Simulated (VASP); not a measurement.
# BN (R3m) in VASP: settings compared

The runs below take BN through single point, with PBEsol, LDA.

Program: VASP 6.6.1. These are calculated values, not measurements. Logs are shortened: lines on timing, memory, paths and dates and some standing lists are left out, and cuts for length are marked.

**1. The cell of the first run**

The structure is trigonal, space group R3m (No. 160). The conventional cell has a = 2.551 Å, b = 2.551 Å, c = 10.317 Å, α = 90.00°, β = 90.00°, γ = 120.00°. N (site symmetry 3m) has 3 B at 1.47 Å within 2.0 Å. B (site symmetry 3m) has 3 N at 1.47 Å within 2.0 Å.

**2. Single point, PBEsol (volume scaled by 1.06)**

The input, INCAR:

```
SYSTEM = BN
PREC = Accurate
ENCUT = 520
EDIFF = 1E-6
ISMEAR = -1
SIGMA = 0.05
LREAL = .FALSE.
LASPH = .TRUE.
NELM = 80
ALGO = Normal
ISIF = 2
LWAVE = .FALSE.
LCHARG = .FALSE.
GGA = PS
NBANDS = 11
```

The input, KPOINTS:

```
Automatic mesh
0
G
  12 12 12
  0 0 0
```

The input, POSCAR:

```
BN
1.0
    1.2756598126      0.7365025362      3.4390871668
   -1.2756598126      0.7365025362      3.4390871668
    0.0000000000     -1.4730050723      3.4390871668
N B
1 1
Direct
    0.6672382000      0.6672382000      0.6672382000
    0.0003288000      0.0003288000      0.0003288000
```

Potentials or basis: VASP PAW PBE potentials, release 64 (N, B).

Run with:

```bash
$ cat potpaw_PBE.64/N/POTCAR potpaw_PBE.64/B/POTCAR > POTCAR
$ mpirun -np 1 vasp_std > vasp.out
```

OUTCAR:

```text
SYSTEM = BN
   PREC = Accurate
   ENCUT = 520
   EDIFF = 1E-6
   ISMEAR = -1
   LREAL = .FALSE.
   LASPH = .TRUE.
   NELM = 80
   ISIF = 2
   GGA = PS

 ion  position               nearest neighbor table
   1  0.667  0.667  0.667-   2 1.47   2 1.47   2 1.47
   2  0.000  0.000  0.000-   1 1.47   1 1.47   1 1.47

  LATTYP: Found a trigonal (rhomboedric) cell.
 ALAT       =     3.7412650914
 COS(alpha) =     0.7674786797

  Lattice vectors:

 A1 = (   1.2756598126,   0.7365025362,   3.4390871668)
 A2 = (  -1.2756598126,   0.7365025362,   3.4390871668)
 A3 = (   0.0000000000,  -1.4730050723,   3.4390871668)

Analysis of symmetry for initial positions (statically):
=====================================================================
 Subroutine PRICEL returns:
 Original cell was already a primitive cell.

 Routine SETGRP: Setting up the symmetry group for a
 trigonal (rhombohedral) supercell.

 Subroutine GETGRP returns: Found  6 space group operations
 (whereof  6 operations were pure point group operations)
 out of a pool of 12 trial point group operations.

The static configuration has the point symmetry C_3v.

Analysis of symmetry for dynamics (positions and initial velocities):
=====================================================================
 Subroutine PRICEL returns:
 Original cell was already a primitive cell.

 Routine SETGRP: Setting up the symmetry group for a
 trigonal (rhombohedral) supercell.

 Subroutine GETGRP returns: Found  6 space group operations
 (whereof  6 operations were pure point group operations)
 out of a pool of 12 trial point group operations.

The dynamic configuration has the point symmetry C_3v.

 Subroutine INISYM returns: Found  6 space group operations
 (whereof  6 operations are pure point group operations),
 and found     1 'primitive' translations

----------------------------------------------------------------------------------------

                                     Primitive cell

  volume of cell :      19.3867

  direct lattice vectors                    reciprocal lattice vectors
     1.275659813  0.736502536  3.439087167     0.391954027  0.226294763  0.096924945
    -1.275659813  0.736502536  3.439087167    -0.391954027  0.226294763  0.096924945
     0.000000000 -1.473005072  3.439087167     0.000000000 -0.452589525  0.096924945

  length of vectors
     3.741265091  3.741265091  3.741265091     0.462851729  0.462851729  0.462851729

  position of ions in fractional coordinates (direct lattice)
     0.667238200  0.667238200  0.667238200
     0.000328800  0.000328800  0.000328800

  ion indices of the primitive-cell ions
   primitive index   ion index
                 1           1
                 2           2

----------------------------------------------------------------------------------------

 KPOINTS: Automatic mesh

Automatic generation of k-mesh.
 Grid dimensions read from file:
 generate k-points for:   12   12   12

 Generating k-lattice:

  Cartesian coordinates                     Fractional coordinates (reciprocal lattice)
     0.032662836  0.018857897  0.008077079     0.083333333 -0.000000000 -0.000000000
    -0.032662836  0.018857897  0.008077079    -0.000000000  0.083333333 -0.000000000
     0.000000000 -0.037715794  0.008077079    -0.000000000 -0.000000000  0.083333333

  Length of vectors
     0.038570977  0.038570977  0.038570977

  Shift w.r.t. Gamma in fractional coordinates (k-lattice)
     0.000000000  0.000000000  0.000000000

 Subroutine IBZKPT returns following result:
 ===========================================

 Found    189 irreducible k-points:

 Following reciprocal coordinates:
            Coordinates               Weight
  0.000000  0.000000  0.000000      1.000000
  0.083333  0.000000  0.000000      6.000000
  0.166667  0.000000 -0.000000      6.000000
  0.250000  0.000000  0.000000      6.000000
  0.333333  0.000000  0.000000      6.000000
  0.416667  0.000000  0.000000      6.000000
[... 16 lines left out ...]
  0.500000  0.166667  0.000000     12.000000
 -0.416667  0.166667 -0.000000     12.000000
 [... further k-points ...]
   k-points           NKPTS =    189   k-points in BZ     NKDIM =    189   number of bands    NBANDS=     11
   number of dos      NEDOS =    301   number of ions     NIONS =      2
   total plane-waves  NPLWV =  21952
   dimension x,y,z NGX =    28 NGY =   28 NGZ =   28
   dimension x,y,z NGXF=    56 NGYF=   56 NGZF=   56
   ions per type =               1   1
   NGX,Y,Z   is equivalent  to a cutoff of  12.44, 12.44, 12.44 a.u.
   NGXF,Y,Z  is equivalent  to a cutoff of  24.88, 24.88, 24.88 a.u.
 SYSTEM =  BN
   PREC   = accura    normal or accurate (medium, high low for compatibility)
   ISTART =      0    job   : 0-new  1-cont  2-samecut
   ICHARG =      2    charge: 1-file 2-atom 10-const
   ISPIN  =      1    spin polarized calculation?
   LNONCOLLINEAR =      F non collinear calculations
   LSORBIT =      F    spin-orbit coupling
   LASPH  =      T    aspherical Exc in radial PAW
   ENCUT  =  520.0 eV  38.22 Ry    6.18 a.u.   6.96  6.96  6.96*2*pi/ulx,y,z
   NELM   =     80;   NELMIN=  2; NELMDL= -5     # of ELM steps
   EDIFF  = 0.1E-05   stopping-criterion for ELM
   LREAL  =      F    real-space projection
   EDIFFG = 0.1E-04   stopping-criterion for IOM
   NSW    =      0    number of steps for IOM
   IBRION =     -1    ionic relax: 0-MD 1-quasi-New 2-CG
   NFREE  =      0    steps in history (QN), initial steepest desc. (CG)
   ISIF   =      2    stress and relaxation
   ISYM   =      2    0-nonsym 1-usesym 2-fastsym
   POTIM  = 0.5000    time-step for ionic-motion
   TEBEG  =    0.0;   TEEND  =   0.0 temperature during run
   PSTRESS=    0.0 pullay stress
   NELECT =       8.0000    total number of electrons
   NUPDOWN=      -1.0000    fix difference up-down
   EMIN   =  10.00;   EMAX   =-10.00  energy-range for DOS
   EFERMI =   0.00;   METHOD = LEGACY
   ISMEAR =    -1;   SIGMA  =   0.05  broadening in eV -4-tet -1-fermi 0-gaus
   EFERMI_NEDOS =   21; number of points for ismear=-14 and -15
   IALGO  =     38    algorithm
   IMIX   =      4    mixing-type and parameters
     AMIX     =   0.40;   BMIX     =  1.00
     AMIX_MAG =   1.60;   BMIX_MAG =  1.00
  volume/ion in A,a.u.               =       9.69        65.41
  Fermi-wavevector in a.u.,A,eV,Ry     =   1.218813  2.303222 20.211515  1.485504
  Thomas-Fermi vector in A             =   2.354086
   LORBIT       =      0    0 simple, 1 ext, 2 COOP (PROOUT), +10 PAW based schemes
   GGA     = PS    functional components
   LHFCALC =     F    Hartree Fock is set to
   AEXX    =    0.0000 exact exchange contribution
   IVDW    =     0    specifies the selected vdW correction
   LEPSILON=     F    determine dielectric tensor
   LRPA    =     F    only Hartree local field effects (RPA)
 non-spin polarized calculation
  energy-cutoff  :      520.00
  volume of cell :       19.39
 maximum number of plane-waves:       532
   NGX = 13   NGY = 13   NGZ = 13

 number of electron       8.0000000 magnetization

 Free energy of the ion-electron system (eV)
  ---------------------------------------------------
  ext. energy  EPLUGINS =         0.00000000
  ---------------------------------------------------
  free energy    TOTEN  =       -18.24712277 eV

  energy without entropy =      -18.24712277  energy(sigma->0) =      -18.24712277

 E-fermi :   2.7753     XC(G=0):  -9.9613

 val. band max:        1.6631400181   @ k =  -0.3333   0.3333   0.0000
 cond. band min:       5.7712138192   @ k =   0.5000   0.5000   0.0000
 fundamental gap:      4.1080738011
 Fermi energy:         2.7753172373

 k-point     1 :       0.0000    0.0000    0.0000
  band No.  band energies     occupation
      1     -15.7193      2.00000
      2      -2.3304      2.00000
      3       0.3321      2.00000
      4       0.3321      2.00000
      5       6.5243      0.00000
      6      12.8193      0.00000
      7      12.8193      0.00000
      8      14.0800      0.00000
      9      15.3154      0.00000
     10      26.3602      0.00000
     11      28.3840      0.00000

 k-point     2 :       0.0833    0.0000    0.0000
  band No.  band energies     occupation
      1     -15.5870      2.00000
      2      -2.1879      2.00000
      3      -0.2250      2.00000
      4       0.0884      2.00000
      5       6.8045      0.00000
      6      12.7334      0.00000
      7      13.3808      0.00000
      8      13.6440      0.00000
      9      15.7441      0.00000
     10      26.5502      0.00000
     11      26.8726      0.00000

 k-point     3 :       0.1667    0.0000   -0.0000
  band No.  band energies     occupation
      1     -15.1978      2.00000
      2      -1.7839      2.00000
      3      -1.5948      2.00000
      4      -0.5062      2.00000
      5       7.5302      0.00000
      6      12.4332      0.00000
      7      12.6062      0.00000
      8      14.9067      0.00000
      9      16.7874      0.00000
     10      23.9808      0.00000
     11      26.3445      0.00000

 k-point     4 :       0.2500    0.0000    0.0000
  band No.  band energies     occupation
      1     -14.5796      2.00000
      2      -3.3608      2.00000
      3      -1.1971      2.00000
      4      -1.0822      2.00000
      5       8.4962      0.00000
      6      10.9015      0.00000
      7      12.4608      0.00000
      8      17.0641      0.00000
      9      17.9459      0.00000
     10      21.8407      0.00000
     11      24.7929      0.00000

 k-point     5 :       0.3333    0.0000    0.0000
  band No.  band energies     occupation
      1     -13.8021      2.00000
      2      -5.0914      2.00000
      3      -1.7915      2.00000
      4      -0.2125      2.00000
      5       8.6469      0.00000
      6      10.1388      0.00000
      7      12.5830      0.00000
      8      18.2353      0.00000
      9      19.4705      0.00000
     10      20.8864      0.00000
     11      23.6706      0.00000
[... 211 lines left out ...]
 k-point    21 :       0.3333    0.1667    0.0000
  band No.  band energies     occupation
      1     -14.1967      2.00000
      2      -3.7547      2.00000
      3      -2.1460      2.00000
      4      -0.9729      2.00000
      5       9.1063      0.00000
      6      10.9032      0.00000
      7      13.5547      0.00000
      8      15.7677      0.00000
      9      19.2543      0.00000
     10      20.4372      0.00000
     11      25.0969      0.00000

 k-point    22 :       0.4167    0.1667    0.0000
  band No.  band energies     occupation
      1     -13.4569      2.00000
      2      -5.0797      2.00000
      3      -2.9729      2.00000
      4      -0.1274      2.00000
      5       8.2819      0.00000
      6      11.6926      0.00000
      7      14.0353      0.00000
      8      16.4173      0.00000
      9      18.2982      0.00000
     10      21.1590      0.00000
     11      23.8170      0.00000

 k-point    23 :       0.5000    0.1667    0.0000
  band No.  band energies     occupation
      1     -12.7540      2.00000
      2      -6.2342      2.00000
      3      -3.4722      2.00000
      4       0.7835      2.00000
      5       7.1773      0.00000
      6      12.5414      0.00000
      7      14.3440      0.00000
      8      16.2459      0.00000
      9      18.3752      0.00000
     10      20.9604      0.00000
     11      23.8349      0.00000

 k-point    24 :      -0.4167    0.1667   -0.0000
  band No.  band energies     occupation
      1     -12.4456      2.00000
      2      -6.7140      2.00000
      3      -3.6383      2.00000
      4       1.3553      2.00000
      5       6.6130      0.00000
      6      12.5661      0.00000
      7      14.6082      0.00000
      8      15.5280      0.00000
      9      18.7272      0.00000
     10      21.4893      0.00000
     11      23.6606      0.00000

 [... further k-points ...]
[... 5 lines left out ...]
  --------------------------------------------------------------------------------------
  -------------------------------------------------------------------------------------
  Total       -2.1202547     -2.1202547      0.0020110      0.0000000      0.0000000      0.0000000
  in kB     -175.2245946   -175.2245946      0.1661991      0.0000000      0.0000000      0.0000000
  external PRESSURE =    -116.7609967 kB  Pullay stress =       0.0000000 kB

 VOLUME and BASIS-vectors are now :
 -----------------------------------------------------------------------------
  energy-cutoff  :      520.00
  volume of cell :       19.39
      direct lattice vectors                 reciprocal lattice vectors
     1.275659813  0.736502536  3.439087167     0.391954027  0.226294763  0.096924945
    -1.275659813  0.736502536  3.439087167    -0.391954027  0.226294763  0.096924945
     0.000000000 -1.473005072  3.439087167     0.000000000 -0.452589525  0.096924945

 POSITION                                       TOTAL-FORCE (eV/Angst)
 -----------------------------------------------------------------------------------
      0.00000      0.00000      6.88407         0.000000     -0.000000     -0.006569
      0.00000      0.00000      0.00339         0.000000      0.000000      0.006569
 -----------------------------------------------------------------------------------
    total drift:                               -0.000000      0.000000     -0.000072

  FREE ENERGIE OF THE ION-ELECTRON SYSTEM (eV)
  ---------------------------------------------------
  free  energy   TOTEN  =       -18.2471227666 eV

  energy  without entropy=      -18.2471227666  energy(sigma->0) =      -18.24712277
```

Wall time 80 s (1 thread of AMD EPYC 7R43 (Zen 3), shared host); peak memory 0.14 GiB.

Results:

```yaml
Free_energy: -18.2471 eV
Pressure: -11.7 GPa
Largest_force: 0.007 eV/Å
Band_gap_on_the_k_mesh: 4.11 eV, indirect (least direct gap 4.49 eV)
```

Forces on the atoms (eV/Å):
```
N    0.000  0.000 -0.007
B    0.000  0.000  0.007
```

Stress tensor (GPa, compression positive):
```
-17.52   0.00   0.00
  0.00 -17.52   0.00
  0.00   0.00   0.02
```

Caveat: the cell differs from its parent crystal (volume scaled by 1.06); the PAW data sets were made with another functional, which shifts forces and pressure a little.

**3. Single point, LDA**

This run uses another cell than the first one, of 9.14 Å³/atom, 0.943 times its volume.

The input, INCAR:

```
PREC = Accurate
ENCUT = 520
EDIFF = 1E-6
ISMEAR = -1
SIGMA = 0.05
LREAL = F
LASPH = T
NELM = 100
ALGO = Normal
ISIF = 2
LWAVE = F
LCHARG = F
GGA = CA
NBANDS = 11
```

The input, KPOINTS:

```
Automatic mesh
0
Gamma
  12 12 12
```

The input, POSCAR:

```
BN
1.0
    1.2511217832      0.7223354983      3.3729344033
   -1.2511217832      0.7223354983      3.3729344033
    0.0000000000     -1.4446709966      3.3729344033
N B
1 1
Direct
    0.6672382000      0.6672382000      0.6672382000
    0.0003288000      0.0003288000      0.0003288000
```

Potentials or basis: VASP PAW LDA potentials, release 64 (N, B).

Run with:

```bash
$ cat potpaw_LDA.64/N/POTCAR potpaw_LDA.64/B/POTCAR > POTCAR
$ mpirun -np 1 vasp_std > vasp.out
```

It took 97 s on 1 thread of AMD EPYC 7R13, shared host; peak memory 0.13 GiB.

It converged, with:

```yaml
Free_energy: -19.2864 eV
Pressure: -3.8 GPa
Band_gap_on_the_k_mesh: 4.09 eV, indirect (least direct gap 4.55 eV)
```

Forces in eV/Å, atoms in the order of the input:
```
N    0.000  0.000 -0.002
B    0.000  0.000  0.002
```

Stress tensor (GPa, compression positive):
```
-5.17  0.00  0.00
 0.00 -5.17  0.00
 0.00  0.00 -1.12
```

Levels at points of the mesh, in eV from the valence-band top:
```tsv
k point	band 2	band 3	band 4	band 5	band 6	band 7
(0.00, 0.00, 0.00)	-4.20	-1.30	-1.30	4.84	11.56	11.56
(0.50, 0.00, 0.00)	-8.89	-4.08	-0.60	5.14	9.89	12.70
(0.50, 0.50, 0.00)	-8.76	-4.14	-1.20	4.09	9.90	13.88
(0.50, 0.50, 0.50)	-6.24	-1.31	-1.31	9.83	11.49	11.49
```

A k mesh can miss the band edges. As with any semilocal functional, this LDA gap is likely too small.
